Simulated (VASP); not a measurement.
# ZnS (Cm) in VASP: further runs

The runs below take ZnS through single point, with PBE.

Program: VASP 6.6.1. These are calculated values, not measurements. Logs are shortened: lines on timing, memory, paths and dates and some standing lists are left out, and cuts for length are marked.

### Step 1. The cell of the first run

The structure is monoclinic, space group Cm (No. 8). Conventional cell: a = 6.601 Å, b = 3.811 Å, c = 6.234 Å, α = 90.00°, β = 90.00°, γ = 90.00°. Within 3.1 Å of Zn (site symmetry m) lie 4 S at 2.31 to 2.42 Å. Within 2.9 Å of Zn (site symmetry m) lie 4 S at 2.19 to 2.60 Å. S (site symmetry m) has 4 Zn at 2.19 to 2.60 Å within 2.9 Å. S (site symmetry m) has 4 Zn at 2.31 to 2.40 Å within 3.1 Å.

### Step 2. Single point, PBE (atom 3 (S) moved by (+0.000, -0.300) A along x and y)

The input, INCAR:

```
SYSTEM = ZnS
PREC = Accurate ; ENCUT = 520
EDIFF = 1E-6 ; ISMEAR = 0
SIGMA = 0.05 ; LREAL = .FALSE.
LASPH = .TRUE. ; NELM = 100
ALGO = Normal ; ISIF = 2
LWAVE = .FALSE. ; LCHARG = .TRUE.
GGA = PE ; LELF = .TRUE.
LVHAR = .TRUE. ; NBANDS = 26
```

The input, KPOINTS:

```
Automatic mesh
0
G
  12 12 6
  0 0 0
```

The input, POSCAR:

```
ZnS
1.0
    3.8109987816      0.0000000000      0.0000000000
   -1.9054993908      3.3004217586      0.0000000000
    0.0000000000      0.0000000000      6.2340000000
Zn S
2 2
Direct
    0.3333333333      0.6666666667      0.0000000000
    0.6666666667      0.3333333333      0.5000000000
    0.2878845965      0.5757691930      0.3850000000
    0.6666666667      0.3333333333      0.8850000000
```

Potentials or basis: VASP PAW PBE potentials, release 64 (Zn, S).

The run is started by

```bash
$ cat potpaw_PBE.64/Zn/POTCAR potpaw_PBE.64/S/POTCAR > POTCAR
$ mpirun -np 1 vasp_std > vasp.out
```

OUTCAR:

```text
SYSTEM = ZnS
   PREC = Accurate
   ENCUT = 520
   EDIFF = 1E-6
   ISMEAR = 0
   LREAL = .FALSE.
   LASPH = .TRUE.
   NELM = 100
   ISIF = 2
   GGA = PE

 ion  position               nearest neighbor table
   1  0.333  0.667  0.000-   4 2.31   4 2.31   4 2.31   3 2.42
   2  0.667  0.333  0.500-   3 2.19   3 2.19   4 2.40   3 2.60
   3  0.288  0.576  0.385-   2 2.19   2 2.19   1 2.42   2 2.60
   4  0.667  0.333  0.885-   1 2.31   1 2.31   1 2.31   2 2.40

  LATTYP: Found a hexagonal cell.
 ALAT       =     3.8109987816
 C/A-ratio  =     1.6357916539

  Lattice vectors:

 A1 = (   3.8109987816,   0.0000000000,   0.0000000000)
 A2 = (  -1.9054993908,   3.3004217586,   0.0000000000)
 A3 = (   0.0000000000,   0.0000000000,   6.2340000000)

Analysis of symmetry for initial positions (statically):
=====================================================================
 Subroutine PRICEL returns:
 Original cell was already a primitive cell.

 Routine SETGRP: Setting up the symmetry group for a
 hexagonal supercell.

 Subroutine GETGRP returns: Found  2 space group operations
 (whereof  2 operations were pure point group operations)
 out of a pool of 24 trial point group operations.

The static configuration has the point symmetry C_1h.

Analysis of symmetry for dynamics (positions and initial velocities):
=====================================================================
 Subroutine PRICEL returns:
 Original cell was already a primitive cell.

 Routine SETGRP: Setting up the symmetry group for a
 hexagonal supercell.

 Subroutine GETGRP returns: Found  2 space group operations
 (whereof  2 operations were pure point group operations)
 out of a pool of 24 trial point group operations.

The dynamic configuration has the point symmetry C_1h.

 Subroutine INISYM returns: Found  2 space group operations
 (whereof  2 operations are pure point group operations),
 and found     1 'primitive' translations

----------------------------------------------------------------------------------------

                                     Primitive cell

  volume of cell :      78.4106

  direct lattice vectors                    reciprocal lattice vectors
     3.810998782  0.000000000  0.000000000     0.262398405  0.151495789  0.000000000
    -1.905499391  3.300421759  0.000000000     0.000000000  0.302991579  0.000000000
     0.000000000  0.000000000  6.234000000     0.000000000  0.000000000  0.160410651

  length of vectors
     3.810998782  3.810998782  6.234000000     0.302991579  0.302991579  0.160410651

  position of ions in fractional coordinates (direct lattice)
     0.333333333  0.666666667  0.000000000
     0.666666667  0.333333333  0.500000000
     0.287884596  0.575769193  0.385000000
     0.666666667  0.333333333  0.885000000

  ion indices of the primitive-cell ions
   primitive index   ion index
                 1           1
                 2           2
                 3           3
                 4           4

----------------------------------------------------------------------------------------

 KPOINTS: Automatic mesh

Automatic generation of k-mesh.
 Grid dimensions read from file:
 generate k-points for:   12   12    6

 Generating k-lattice:

  Cartesian coordinates                     Fractional coordinates (reciprocal lattice)
     0.021866534  0.012624649  0.000000000     0.083333333  0.000000000  0.000000000
     0.000000000  0.025249298  0.000000000     0.000000000  0.083333333  0.000000000
     0.000000000  0.000000000  0.026735109     0.000000000  0.000000000  0.166666667

  Length of vectors
     0.025249298  0.025249298  0.026735109

  Shift w.r.t. Gamma in fractional coordinates (k-lattice)
     0.000000000  0.000000000  0.000000000

 Subroutine IBZKPT returns following result:
 ===========================================

 Found    242 irreducible k-points:

 Following reciprocal coordinates:
            Coordinates               Weight
  0.000000  0.000000  0.000000      1.000000
  0.083333  0.000000  0.000000      4.000000
  0.000000  0.083333  0.000000      2.000000
  0.166667  0.000000  0.000000      4.000000
  0.000000  0.166667  0.000000      2.000000
  0.250000 -0.000000  0.000000      4.000000
[... 16 lines left out ...]
 -0.083333  0.416667  0.000000      4.000000
 -0.416667  0.333333  0.000000      4.000000
 [... further k-points ...]
   k-points           NKPTS =    242   k-points in BZ     NKDIM =    242   number of bands    NBANDS=     26
   number of dos      NEDOS =    301   number of ions     NIONS =      4
   total plane-waves  NPLWV =  37632
   dimension x,y,z NGX =    28 NGY =   28 NGZ =   48
   dimension x,y,z NGXF=    56 NGYF=   56 NGZF=   96
   ions per type =               2   2
   NGX,Y,Z   is equivalent  to a cutoff of  12.21, 12.21, 12.80 a.u.
   NGXF,Y,Z  is equivalent  to a cutoff of  24.43, 24.43, 25.60 a.u.
 SYSTEM =  ZnS
   PREC   = accura    normal or accurate (medium, high low for compatibility)
   ISTART =      0    job   : 0-new  1-cont  2-samecut
   ICHARG =      2    charge: 1-file 2-atom 10-const
   ISPIN  =      1    spin polarized calculation?
   LNONCOLLINEAR =      F non collinear calculations
   LSORBIT =      F    spin-orbit coupling
   LASPH  =      T    aspherical Exc in radial PAW
   ENCUT  =  520.0 eV  38.22 Ry    6.18 a.u.   7.09  7.09 11.59*2*pi/ulx,y,z
   NELM   =    100;   NELMIN=  2; NELMDL= -5     # of ELM steps
   EDIFF  = 0.1E-05   stopping-criterion for ELM
   LREAL  =      F    real-space projection
   EDIFFG = 0.1E-04   stopping-criterion for IOM
   NSW    =      0    number of steps for IOM
   IBRION =     -1    ionic relax: 0-MD 1-quasi-New 2-CG
   NFREE  =      0    steps in history (QN), initial steepest desc. (CG)
   ISIF   =      2    stress and relaxation
   ISYM   =      2    0-nonsym 1-usesym 2-fastsym
   POTIM  = 0.5000    time-step for ionic-motion
   TEBEG  =    0.0;   TEEND  =   0.0 temperature during run
   PSTRESS=    0.0 pullay stress
   NELECT =      36.0000    total number of electrons
   NUPDOWN=      -1.0000    fix difference up-down
   EMIN   =  10.00;   EMAX   =-10.00  energy-range for DOS
   EFERMI =   0.00;   METHOD = LEGACY
   ISMEAR =     0;   SIGMA  =   0.05  broadening in eV -4-tet -1-fermi 0-gaus
   EFERMI_NEDOS =   21; number of points for ismear=-14 and -15
   IALGO  =     38    algorithm
   IMIX   =      4    mixing-type and parameters
     AMIX     =   0.40;   BMIX     =  1.00
     AMIX_MAG =   1.60;   BMIX_MAG =  1.00
  volume/ion in A,a.u.               =      19.60       132.29
  Fermi-wavevector in a.u.,A,eV,Ry     =   1.262944  2.386617 21.701656  1.595027
  Thomas-Fermi vector in A             =   2.396326
   LORBIT       =      0    0 simple, 1 ext, 2 COOP (PROOUT), +10 PAW based schemes
   GGA     = PE    functional components
   LHFCALC =     F    Hartree Fock is set to
   AEXX    =    0.0000 exact exchange contribution
   IVDW    =     0    specifies the selected vdW correction
   LEPSILON=     F    determine dielectric tensor
   LRPA    =     F    only Hartree local field effects (RPA)
 non-spin polarized calculation
 Gauss-broadening in eV      SIGMA  =   0.05
  energy-cutoff  :      520.00
  volume of cell :       78.41
 maximum number of plane-waves:      2133
   NGX = 15   NGY = 15   NGZ = 23

 number of electron      35.9999976 magnetization

 Free energy of the ion-electron system (eV)
  ---------------------------------------------------
  ext. energy  EPLUGINS =         0.00000000
  ---------------------------------------------------
  free energy    TOTEN  =       -13.40514546 eV

  energy without entropy =      -13.40514546  energy(sigma->0) =      -13.40514546

 E-fermi :   2.4011     XC(G=0):  -9.6519

 val. band max:        2.2028905816   @ k =   0.0000   0.0000   0.0000
 cond. band min:       4.4098756394   @ k =   0.0000   0.0000   0.0000
 fundamental gap:      2.2069850578
 Fermi energy:         2.4011464884

 k-point     1 :       0.0000    0.0000    0.0000
  band No.  band energies     occupation
      1     -11.0721      2.00000
      2     -10.1512      2.00000
      3      -4.4291      2.00000
      4      -4.2883      2.00000
      5      -4.1959      2.00000
      6      -4.1848      2.00000
[... 18 lines left out ...]
     25      10.4457      0.00000
     26      11.3263      0.00000

 k-point     2 :       0.0833    0.0000    0.0000
  band No.  band energies     occupation
      1     -11.0227      2.00000
      2     -10.1226      2.00000
      3      -4.4378      2.00000
      4      -4.2644      2.00000
      5      -4.1902      2.00000
      6      -4.1776      2.00000
[... 18 lines left out ...]
     25      10.4271      0.00000
     26      11.1153      0.00000

 k-point     3 :       0.0000    0.0833    0.0000
  band No.  band energies     occupation
      1     -11.0275      2.00000
      2     -10.1232      2.00000
      3      -4.4231      2.00000
      4      -4.2883      2.00000
      5      -4.1974      2.00000
      6      -4.1714      2.00000
[... 18 lines left out ...]
     25      10.6216      0.00000
     26      10.8977      0.00000

 k-point     4 :       0.1667    0.0000    0.0000
  band No.  band energies     occupation
      1     -10.8810      2.00000
      2     -10.0453      2.00000
      3      -4.4482      2.00000
      4      -4.2111      2.00000
      5      -4.1800      2.00000
      6      -4.1477      2.00000
[... 18 lines left out ...]
     25      10.4903      0.00000
     26      10.8263      0.00000

 k-point     5 :       0.0000    0.1667    0.0000
  band No.  band energies     occupation
      1     -10.9008      2.00000
      2     -10.0464      2.00000
      3      -4.4073      2.00000
      4      -4.2886      2.00000
      5      -4.1978      2.00000
      6      -4.1345      2.00000
[... 18 lines left out ...]
     25      10.2611      0.00000
     26      11.0694      0.00000

 k-point     6 :       0.2500   -0.0000    0.0000
  band No.  band energies     occupation
      1     -10.6666      2.00000
      2      -9.9443      2.00000
      3      -4.4416      2.00000
      4      -4.1754      2.00000
      5      -4.1353      2.00000
      6      -4.1095      2.00000
[... 427 lines left out ...]
 k-point    21 :      -0.3333    0.2500    0.0000
  band No.  band energies     occupation
      1     -10.5042      2.00000
      2      -9.8883      2.00000
      3      -4.4139      2.00000
      4      -4.1600      2.00000
      5      -4.1004      2.00000
      6      -4.0716      2.00000
[... 18 lines left out ...]
     25      10.6253      0.00000
     26      11.2094      0.00000

 k-point    22 :       0.3333    0.0833    0.0000
  band No.  band energies     occupation
      1     -10.2867      2.00000
      2      -9.8247      2.00000
      3      -4.3882      2.00000
      4      -4.1328      2.00000
      5      -4.0650      2.00000
      6      -4.0526      2.00000
[... 18 lines left out ...]
     25      11.1043      0.00000
     26      11.9410      0.00000

 k-point    23 :      -0.0833    0.4167    0.0000
  band No.  band energies     occupation
      1     -10.3840      2.00000
      2      -9.7938      2.00000
      3      -4.3774      2.00000
      4      -4.2456      2.00000
      5      -4.1139      2.00000
      6      -4.0168      2.00000
[... 18 lines left out ...]
     25      11.5218      0.00000
     26      11.6409      0.00000

 k-point    24 :      -0.4167    0.3333    0.0000
  band No.  band energies     occupation
      1     -10.2586      2.00000
      2      -9.8345      2.00000
      3      -4.3584      2.00000
      4      -4.1447      2.00000
      5      -4.0677      2.00000
      6      -4.0156      2.00000
[... 18 lines left out ...]
     25      11.0155      0.00000
     26      12.2760      0.00000

 [... further k-points ...]

------------------------ aborting loop because EDIFF is reached ----------------------------------------

  FORCE on cell =-STRESS in cart. coord.  units (eV):
  Direction    XX          YY          ZZ          XY          YZ          ZX
  --------------------------------------------------------------------------------------
  -------------------------------------------------------------------------------------
  Total        4.3224163      0.5713861      0.7718092      0.0000000     -0.6173309      0.0000000
  in kB       88.3206235     11.6752229     15.7705015      0.0000000    -12.6140216      0.0000000
  external PRESSURE =      38.5887826 kB  Pullay stress =       0.0000000 kB

 VOLUME and BASIS-vectors are now :
 -----------------------------------------------------------------------------
  energy-cutoff  :      520.00
  volume of cell :       78.41
      direct lattice vectors                 reciprocal lattice vectors
     3.810998782  0.000000000  0.000000000     0.262398405  0.151495789  0.000000000
    -1.905499391  3.300421759  0.000000000     0.000000000  0.302991579  0.000000000
     0.000000000  0.000000000  6.234000000     0.000000000  0.000000000  0.160410651

 POSITION                                       TOTAL-FORCE (eV/Angst)
 -----------------------------------------------------------------------------------
     -0.00000      2.20028      0.00000         0.000000     -0.085332      0.363913
      1.90550      1.10014      3.11700         0.000000     -1.191316      0.714758
      0.00000      1.90028      2.40009         0.000000      1.412900     -0.790442
      1.90550      1.10014      5.51709        -0.000000     -0.136251     -0.288230
 -----------------------------------------------------------------------------------
    total drift:                               -0.000001     -0.000124      0.000262

  FREE ENERGIE OF THE ION-ELECTRON SYSTEM (eV)
  ---------------------------------------------------
  free  energy   TOTEN  =       -13.4051454618 eV

  energy  without entropy=      -13.4051454618  energy(sigma->0) =      -13.40514546
```

Wall time 7.4 min (1 thread of Oxide Virtual Turin-like, shared host); peak memory 0.46 GiB.

Results:

* Free energy: -13.4051 eV
* Pressure: 3.9 GPa
* Largest force: 1.619 eV/Å
* Band gap on the k mesh: 2.21 eV

Forces in eV/Å, atoms in the order of the input:
```
Zn   0.000 -0.085  0.364
Zn   0.000 -1.191  0.715
S    0.000  1.413 -0.790
S    0.000 -0.136 -0.288
```

Caveat: the cell differs from its parent crystal (atom 3 (S) moved by (+0.000, -0.300) A along x and y); the stress differs along the axes, from 1 to 9 GPa; forces of over 1 eV/Å act on the atoms, so gaps and moduli don't describe the material at rest.

### Step 3. Single point, PBE (atom 3 (S) moved by (+0.000, +0.300) A along x and y)

The input, INCAR:

```
PREC = Accurate
ENCUT = 520
EDIFF = 1E-6
ISMEAR = 0
SIGMA = 0.05
LREAL = F
LASPH = T
NELM = 100
ALGO = Normal
ISIF = 2
LWAVE = F
LCHARG = F
GGA = PE
NBANDS = 26
```

The input, KPOINTS:

```
Automatic mesh
0
Gamma
  12 12 6
```

Edit POSCAR of step 2 so:

```diff
@@ -10,3 +10,3 @@
     0.6666666667      0.3333333333      0.5000000000
-    0.2878845965      0.5757691930      0.3850000000
+    0.3787820702      0.7575641404      0.3850000000
     0.6666666667      0.3333333333      0.8850000000
```

Potentials or basis: VASP PAW PBE potentials, release 64 (Zn, S).

The run is started by

```bash
$ cat potpaw_PBE.64/Zn/POTCAR potpaw_PBE.64/S/POTCAR > POTCAR
$ mpirun -np 1 vasp_std > vasp.out
```

It took 7.1 min on 1 thread of Oxide Virtual Turin-like, shared host; peak memory 0.46 GiB.

It converged, with:

| Item | Value |
| --- | --- |
| Free energy | -13.1852 eV |
| Pressure | 4.9 GPa |
| Largest force | 3.864 eV/Å |
| Band gap on the k mesh | 2.16 eV |

Forces on the atoms (eV/Å):
```
Zn   0.000  0.100  0.362
Zn   0.000  3.387  1.097
S    0.000 -3.687 -1.158
S    0.000  0.200 -0.302
```

Stress tensor (GPa, compression positive):
```
 0.01  0.00  0.00
 0.00 12.62  4.36
 0.00  4.36  2.15
```

Levels at points of the mesh, in eV from the valence-band top:
```
           k point  band 14  band 15  band 16  band 17  band 18  band 19  band 20  band 21  band 22  band 23
(0.00, 0.00, 0.00)    -1.18    -0.71    -0.24    -0.01     0.00     2.16     2.98     6.20     6.27     6.43
(0.50, 0.00, 0.00)    -4.06    -3.41    -2.24    -1.46    -0.95     3.41     3.94     4.68     6.97     7.74
(0.00, 0.50, 0.00)    -4.58    -2.88    -2.30    -2.09    -1.06     3.64     4.60     5.91     6.58     7.10
(0.00, 0.00, 0.50)    -2.80    -0.89    -0.57    -0.53    -0.14     3.38     3.43     6.05     6.40     6.69
(0.50, 0.00, 0.50)    -4.69    -1.98    -1.72    -1.69    -1.33     3.39     3.71     4.74     5.12     8.77
(0.00, 0.50, 0.50)    -5.01    -1.77    -1.67    -1.63    -1.38     3.12     3.67     4.92     5.50     8.80
```

Caveat: the cell differs from its parent crystal (atom 3 (S) moved by (+0.000, +0.300) A along x and y); the stress differs along the axes, from 0 to 13 GPa; forces of over 1 eV/Å act on the atoms, so gaps and moduli don't describe the material at rest. A k mesh can miss the band edges.
